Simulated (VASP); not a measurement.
# AsRu3 (Pm-3m) in VASP: further runs

Runs on AsRu3. Level: PBE. Tasks: single point, relaxation of cell and atoms.

All numbers are computed with VASP 6.6.1; they aren't measurements. Logs are shortened: lines on timing, memory, paths and dates and some standing lists are left out, and cuts for length are marked.

**1. The cell of the first run**

The structure is cubic, space group Pm-3m (No. 221). The conventional cell has a = 3.846 Å, b = 3.846 Å, c = 3.846 Å, α = 90.00°, β = 90.00°, γ = 90.00°. Within 3.6 Å of As (site symmetry m-3m) lie 12 Ru at 2.72 Å. Within 3.6 Å of Ru (site symmetry 4/mmm) lie 4 As at 2.72 Å and 8 Ru at 2.72 Å.

**2. Single point, PBE**

Input file INCAR:

```
PREC     = Accurate       # precision mode
ENCUT    = 520            # plane-wave cutoff, eV
EDIFF    = 1E-6           # SCF threshold, eV
ISMEAR   = 0              # smearing method
SIGMA    = 0.1            # smearing width, eV
LREAL    = False          # projectors in reciprocal space
LASPH    = True           # aspherical terms in the spheres
NELM     = 80             # most SCF steps
ALGO     = Fast           # electronic algorithm
ISIF     = 2              # what is computed and relaxed
LWAVE    = False          # write WAVECAR
LCHARG   = True           # write CHGCAR
GGA      = PE             # functional
LELF     = True           # ELF
LVHAR    = True         
NBANDS   = 32             # bands
```

Input file KPOINTS:

```
regular mesh
0
Gamma
  12 12 12
```

Input file POSCAR:

```
AsRu3
1.0
    3.8460766879      0.0000000000      0.0000000000
    0.0000000000      3.8460766879      0.0000000000
    0.0000000000      0.0000000000      3.8460766879
As Ru
1 3
Direct
    0.0000000000      0.0000000000      0.0000000000
    0.0000000000      0.5000000000      0.5000000000
    0.5000000000      0.0000000000      0.5000000000
    0.5000000000      0.5000000000      0.0000000000
```

Potentials or basis: VASP PAW PBE potentials, release 64 (As, Ru_pv).

The run is started by

```bash
cat potpaw_PBE.64/As/POTCAR potpaw_PBE.64/Ru_pv/POTCAR > POTCAR
mpirun -np 1 vasp_std > vasp.out
```

OUTCAR:

```text
PREC = Accurate
   ENCUT = 520
   EDIFF = 1E-6
   ISMEAR = 0
   LREAL = False
   LASPH = True
   NELM = 80
   ISIF = 2
   GGA = PE

 ion  position               nearest neighbor table
   1  0.000  0.000  0.000-   2 2.72   3 2.72   4 2.72   2 2.72   3 2.72   2 2.72   4 2.72   2 2.72
                             3 2.72   4 2.72   3 2.72   4 2.72
   2  0.000  0.500  0.500-   1 2.72   3 2.72   4 2.72   1 2.72   4 2.72   1 2.72   3 2.72   1 2.72
                             3 2.72   4 2.72   4 2.72   3 2.72
   3  0.500  0.000  0.500-   1 2.72   2 2.72   4 2.72   1 2.72   4 2.72   2 2.72   4 2.72   4 2.72
                             1 2.72   2 2.72   1 2.72   2 2.72
   4  0.500  0.500  0.000-   1 2.72   2 2.72   3 2.72   2 2.72   3 2.72   1 2.72   3 2.72   3 2.72
                             1 2.72   2 2.72   2 2.72   1 2.72

  LATTYP: Found a simple cubic cell.
 ALAT       =     3.8460766879

  Lattice vectors:

 A1 = (   3.8460766879,   0.0000000000,   0.0000000000)
 A2 = (   0.0000000000,   3.8460766879,   0.0000000000)
 A3 = (   0.0000000000,   0.0000000000,   3.8460766879)

Analysis of symmetry for initial positions (statically):
=====================================================================
 Subroutine PRICEL returns:
 Original cell was already a primitive cell.

 Routine SETGRP: Setting up the symmetry group for a
 simple cubic supercell.

 Subroutine GETGRP returns: Found 48 space group operations
 (whereof 48 operations were pure point group operations)
 out of a pool of 48 trial point group operations.

The static configuration has the point symmetry O_h .

Analysis of symmetry for dynamics (positions and initial velocities):
=====================================================================
 Subroutine PRICEL returns:
 Original cell was already a primitive cell.

 Routine SETGRP: Setting up the symmetry group for a
 simple cubic supercell.

 Subroutine GETGRP returns: Found 48 space group operations
 (whereof 48 operations were pure point group operations)
 out of a pool of 48 trial point group operations.

The dynamic configuration has the point symmetry O_h .

 Subroutine INISYM returns: Found 48 space group operations
 (whereof 48 operations are pure point group operations),
 and found     1 'primitive' translations

----------------------------------------------------------------------------------------

                                     Primitive cell

  volume of cell :      56.8923

  direct lattice vectors                    reciprocal lattice vectors
     3.846076688  0.000000000  0.000000000     0.260005216  0.000000000  0.000000000
     0.000000000  3.846076688  0.000000000     0.000000000  0.260005216  0.000000000
     0.000000000  0.000000000  3.846076688     0.000000000  0.000000000  0.260005216

  length of vectors
     3.846076688  3.846076688  3.846076688     0.260005216  0.260005216  0.260005216

  position of ions in fractional coordinates (direct lattice)
     0.000000000  0.000000000  0.000000000
     0.000000000  0.500000000  0.500000000
     0.500000000  0.000000000  0.500000000
     0.500000000  0.500000000  0.000000000

  ion indices of the primitive-cell ions
   primitive index   ion index
                 1           1
                 2           2
                 3           3
                 4           4

----------------------------------------------------------------------------------------

 KPOINTS: regular mesh

Automatic generation of k-mesh.
 Grid dimensions read from file:
 generate k-points for:   12   12   12

 Generating k-lattice:

  Cartesian coordinates                     Fractional coordinates (reciprocal lattice)
     0.021667101  0.000000000  0.000000000     0.083333333  0.000000000  0.000000000
     0.000000000  0.021667101  0.000000000     0.000000000  0.083333333  0.000000000
     0.000000000  0.000000000  0.021667101     0.000000000  0.000000000  0.083333333

  Length of vectors
     0.021667101  0.021667101  0.021667101

  Shift w.r.t. Gamma in fractional coordinates (k-lattice)
     0.000000000  0.000000000  0.000000000

 Subroutine IBZKPT returns following result:
 ===========================================

 Found     84 irreducible k-points:

 Following reciprocal coordinates:
            Coordinates               Weight
  0.000000  0.000000  0.000000      1.000000
  0.083333  0.000000  0.000000      6.000000
  0.166667  0.000000  0.000000      6.000000
  0.250000  0.000000  0.000000      6.000000
  0.333333  0.000000  0.000000      6.000000
  0.416667  0.000000  0.000000      6.000000
[... 16 lines left out ...]
  0.333333  0.333333  0.000000     12.000000
  0.416667  0.333333  0.000000     24.000000
 [... further k-points ...]
   k-points           NKPTS =     84   k-points in BZ     NKDIM =     84   number of bands    NBANDS=     32
   number of dos      NEDOS =    301   number of ions     NIONS =      4
   total plane-waves  NPLWV =  27000
   dimension x,y,z NGX =    30 NGY =   30 NGZ =   30
   dimension x,y,z NGXF=    60 NGYF=   60 NGZF=   60
   ions per type =               1   3
   NGX,Y,Z   is equivalent  to a cutoff of  12.97, 12.97, 12.97 a.u.
   NGXF,Y,Z  is equivalent  to a cutoff of  25.93, 25.93, 25.93 a.u.
 SYSTEM =  unknown system
   PREC   = accura    normal or accurate (medium, high low for compatibility)
   ISTART =      0    job   : 0-new  1-cont  2-samecut
   ICHARG =      2    charge: 1-file 2-atom 10-const
   ISPIN  =      1    spin polarized calculation?
   LNONCOLLINEAR =      F non collinear calculations
   LSORBIT =      F    spin-orbit coupling
   LASPH  =      T    aspherical Exc in radial PAW
   ENCUT  =  520.0 eV  38.22 Ry    6.18 a.u.   7.15  7.15  7.15*2*pi/ulx,y,z
   NELM   =     80;   NELMIN=  2; NELMDL= -5     # of ELM steps
   EDIFF  = 0.1E-05   stopping-criterion for ELM
   LREAL  =      F    real-space projection
   EDIFFG = 0.1E-04   stopping-criterion for IOM
   NSW    =      0    number of steps for IOM
   IBRION =     -1    ionic relax: 0-MD 1-quasi-New 2-CG
   NFREE  =      0    steps in history (QN), initial steepest desc. (CG)
   ISIF   =      2    stress and relaxation
   ISYM   =      2    0-nonsym 1-usesym 2-fastsym
   POTIM  = 0.5000    time-step for ionic-motion
   TEBEG  =    0.0;   TEEND  =   0.0 temperature during run
   PSTRESS=    0.0 pullay stress
   NELECT =      47.0000    total number of electrons
   NUPDOWN=      -1.0000    fix difference up-down
   EMIN   =  10.00;   EMAX   =-10.00  energy-range for DOS
   EFERMI =   0.00;   METHOD = LEGACY
   ISMEAR =     0;   SIGMA  =   0.10  broadening in eV -4-tet -1-fermi 0-gaus
   EFERMI_NEDOS =   21; number of points for ismear=-14 and -15
   IALGO  =     68    algorithm
   IMIX   =      4    mixing-type and parameters
     AMIX     =   0.40;   BMIX     =  1.00
     AMIX_MAG =   1.60;   BMIX_MAG =  1.00
  volume/ion in A,a.u.               =      14.22        95.98
  Fermi-wavevector in a.u.,A,eV,Ry     =   1.536112  2.902831 32.104847  2.359640
  Thomas-Fermi vector in A             =   2.642806
   LORBIT       =      0    0 simple, 1 ext, 2 COOP (PROOUT), +10 PAW based schemes
   GGA     = PE    functional components
   LHFCALC =     F    Hartree Fock is set to
   AEXX    =    0.0000 exact exchange contribution
   IVDW    =     0    specifies the selected vdW correction
   LEPSILON=     F    determine dielectric tensor
   LRPA    =     F    only Hartree local field effects (RPA)
 non-spin polarized calculation
 RMM-DIIS sequential band-by-band and
 Gauss-broadening in eV      SIGMA  =   0.10
  energy-cutoff  :      520.00
  volume of cell :       56.89
 maximum number of plane-waves:      1568
 NGX is ok and might be reduce to    30
   NGX = 15   NGY = 15   NGZ = 15

 number of electron      47.0000032 magnetization

 Free energy of the ion-electron system (eV)
  ---------------------------------------------------
  ext. energy  EPLUGINS =         0.00000000
  ---------------------------------------------------
  free energy    TOTEN  =       -31.06992990 eV

  energy without entropy =      -31.01867058  energy(sigma->0) =      -31.04430024

 E-fermi :  11.4209     XC(G=0): -13.3669

 val. band max:       11.4205096946   @ k =   0.3333   0.1667   0.0833
 cond. band min:      11.4315619830   @ k =   0.5000   0.4167   0.1667
 fundamental gap:      0.0110522884
 Fermi energy:        11.4209150550

 k-point     1 :       0.0000    0.0000    0.0000
  band No.  band energies     occupation
      1     -31.4038      2.00000
      2     -31.4038      2.00000
      3     -31.4038      2.00000
      4     -30.9665      2.00000
      5     -30.9665      2.00000
      6     -30.9665      2.00000
[... 24 lines left out ...]
     31      19.9016      0.00000
     32      19.9016      0.00000

 k-point     2 :       0.0833    0.0000    0.0000
  band No.  band energies     occupation
      1     -31.3978      2.00000
      2     -31.3978      2.00000
      3     -31.3943      2.00000
      4     -30.9684      2.00000
      5     -30.9684      2.00000
      6     -30.9673      2.00000
[... 24 lines left out ...]
     31      20.0156      0.00000
     32      20.0156      0.00000

 k-point     3 :       0.1667    0.0000    0.0000
  band No.  band energies     occupation
      1     -31.3807      2.00000
      2     -31.3807      2.00000
      3     -31.3662      2.00000
      4     -30.9745      2.00000
      5     -30.9745      2.00000
      6     -30.9692      2.00000
[... 24 lines left out ...]
     31      20.1751      0.00000
     32      20.1751      0.00000

 k-point     4 :       0.2500    0.0000    0.0000
  band No.  band energies     occupation
      1     -31.3552      2.00000
      2     -31.3552      2.00000
      3     -31.3210      2.00000
      4     -30.9854      2.00000
      5     -30.9854      2.00000
      6     -30.9719      2.00000
[... 654 lines left out ...]
     31      19.7594      0.00000
     32      20.3445      0.00000

 k-point    23 :       0.3333    0.3333    0.0000
  band No.  band energies     occupation
      1     -31.3844      2.00000
      2     -31.2356      2.00000
      3     -31.2128      2.00000
      4     -31.1079      2.00000
      5     -31.0072      2.00000
      6     -30.9933      2.00000
[... 24 lines left out ...]
     31      19.9522      0.00000
     32      20.9023      0.00000

 k-point    24 :       0.4167    0.3333    0.0000
  band No.  band energies     occupation
      1     -31.3792      2.00000
      2     -31.2540      2.00000
      3     -31.2029      2.00000
      4     -31.0727      2.00000
      5     -31.0154      2.00000
      6     -31.0140      2.00000
[... 24 lines left out ...]
     31      20.4084      0.00000
     32      20.6104      0.00000

 [... further k-points ...]

------------------------ aborting loop because EDIFF is reached ----------------------------------------

  FORCE on cell =-STRESS in cart. coord.  units (eV):
  Direction    XX          YY          ZZ          XY          YZ          ZX
  --------------------------------------------------------------------------------------
  -------------------------------------------------------------------------------------
  Total        0.0080339      0.0080339      0.0080339     -0.0000000      0.0000000      0.0000000
  in kB        0.2262471      0.2262471      0.2262471     -0.0000000      0.0000000      0.0000000
  external PRESSURE =       0.2262471 kB  Pullay stress =       0.0000000 kB

 VOLUME and BASIS-vectors are now :
 -----------------------------------------------------------------------------
  energy-cutoff  :      520.00
  volume of cell :       56.89
      direct lattice vectors                 reciprocal lattice vectors
     3.846076688  0.000000000  0.000000000     0.260005216  0.000000000  0.000000000
     0.000000000  3.846076688  0.000000000     0.000000000  0.260005216  0.000000000
     0.000000000  0.000000000  3.846076688     0.000000000  0.000000000  0.260005216

 POSITION                                       TOTAL-FORCE (eV/Angst)
 -----------------------------------------------------------------------------------
      0.00000      0.00000      0.00000         0.000000      0.000000      0.000000
      0.00000      1.92304      1.92304         0.000000      0.000000      0.000000
      1.92304      0.00000      1.92304         0.000000      0.000000      0.000000
      1.92304      1.92304      0.00000         0.000000      0.000000      0.000000
 -----------------------------------------------------------------------------------
    total drift:                                0.000000      0.000000     -0.000000

  FREE ENERGIE OF THE ION-ELECTRON SYSTEM (eV)
  ---------------------------------------------------
  free  energy   TOTEN  =       -31.0699298977 eV

  energy  without entropy=      -31.0186705770  energy(sigma->0) =      -31.04430024
```

Wall time 2.9 min (1 thread of Intel Xeon 8259CL, shared host); peak memory 0.26 GiB.

Results:

| Quantity | Value |
| --- | --- |
| Free energy | -31.0699 eV |
| Pressure | 0.0 GPa |
| Band gap on the k mesh | zero (an odd number of electrons rules out a gap without spin polarisation) |

Levels at points of the mesh, in eV from the Fermi level:
| k point | band 20 | band 21 | band 22 | band 23 | band 24 | band 25 | band 26 | band 27 | band 28 | band 29 |
| --- | --- | --- | --- | --- | --- | --- | --- | --- | --- | --- |
| (0.00, 0.00, 0.00) | -0.93 | -0.93 | -0.93 | 0.69 | 0.69 | 1.63 | 1.80 | 2.31 | 2.31 | 2.31 |
| (0.50, 0.00, 0.00) | -1.83 | -1.01 | -0.82 | -0.82 | -0.29 | 0.86 | 2.16 | 2.32 | 3.34 | 3.34 |
| (0.50, 0.50, 0.00) | -1.09 | -1.09 | -1.02 | -0.52 | -0.38 | -0.08 | 0.01 | 2.63 | 2.63 | 4.60 |
| (0.50, 0.50, 0.50) | -1.05 | -1.05 | -1.05 | -0.22 | -0.22 | 0.07 | 0.99 | 1.83 | 1.83 | 1.83 |

**3. Relaxation of cell and atoms, PBE**

Input file INCAR:

```
PREC = Accurate ; ENCUT = 600
EDIFF = 1E-7 ; ISMEAR = 0
SIGMA = 0.1 ; LREAL = False
LASPH = True ; NELM = 60
ALGO = Fast ; ISIF = 3
LWAVE = False ; LCHARG = False
GGA = PE ; IBRION = 2
NSW = 100 ; EDIFFG = -0.01
```

Input file KPOINTS:

```
Automatic mesh
0
Gamma
  12 12 12
```

Input file POSCAR:

```
AsRu3
1.0
    3.8469463484      0.0000000000      0.0000000000
    0.0000000000      3.8469463484      0.0000000000
    0.0000000000      0.0000000000      3.8469463484
As Ru
1 3
Direct
    0.0000000000      0.0000000000      0.0000000000
    0.0000000000      0.5000000000      0.5000000000
    0.5000000000      0.0000000000      0.5000000000
    0.5000000000      0.5000000000      0.0000000000
```

Potentials or basis: VASP PAW PBE potentials, release 64 (As, Ru_pv).

The run is started by

```bash
cat potpaw_PBE.64/As/POTCAR potpaw_PBE.64/Ru_pv/POTCAR > POTCAR
mpirun -np 1 vasp_std > vasp.out
```

It took 5.8 min on 1 thread of Intel Xeon 8259CL, shared host; peak memory 0.29 GiB.

Results (log left out):

```
Free energy                           : -31.0706 eV
Relaxed volume                        : 14.22 Å³/atom
Relaxed cell                          : a = 3.846 Å, b = 3.846 Å, c = 3.846 Å, α = 90.00°, β = 90.00°, γ = 90.00°
Space group after relaxing (to 0.1 Å) : Pm-3m (No. 221)
Energy gained by relaxing             : 0.0 meV/atom
Ionic steps                           : 3
Pressure after relaxing               : 0.0 GPa
Band gap on the k mesh                : zero (an odd number of electrons rules out a gap without spin polarisation)
```

Final structure:
```yaml
crystal:
  lattice:
    - [3.84618, 0.00000, 0.00000]
    - [0.00000, 3.84618, 0.00000]
    - [0.00000, 0.00000, 3.84618]
  atoms:
    - { symbol: As, position: [0.00000, 0.00000, 0.00000] }
    - { symbol: Ru, position: [0.00000, 0.50000, 0.50000] }
    - { symbol: Ru, position: [0.50000, 0.00000, 0.50000] }
    - { symbol: Ru, position: [0.50000, 0.50000, 0.00000] }
```

Levels at points of the mesh, in eV from the Fermi level:
| k point | band 20 | band 21 | band 22 | band 23 | band 24 | band 25 | band 26 | band 27 | band 28 |
| --- | --- | --- | --- | --- | --- | --- | --- | --- | --- |
| (0.00, 0.00, 0.00) | -0.93 | -0.93 | -0.93 | 0.69 | 0.69 | 1.63 | 1.80 | 2.31 | 2.31 |
| (0.50, 0.00, 0.00) | -1.83 | -1.01 | -0.82 | -0.82 | -0.29 | 0.86 | 2.16 | 2.32 | 3.34 |
| (0.50, 0.50, 0.00) | -1.09 | -1.09 | -1.02 | -0.52 | -0.38 | -0.08 | 0.01 | 2.63 | 2.63 |
| (0.50, 0.50, 0.50) | -1.05 | -1.05 | -1.05 | -0.22 | -0.22 | 0.07 | 0.99 | 1.83 | 1.83 |
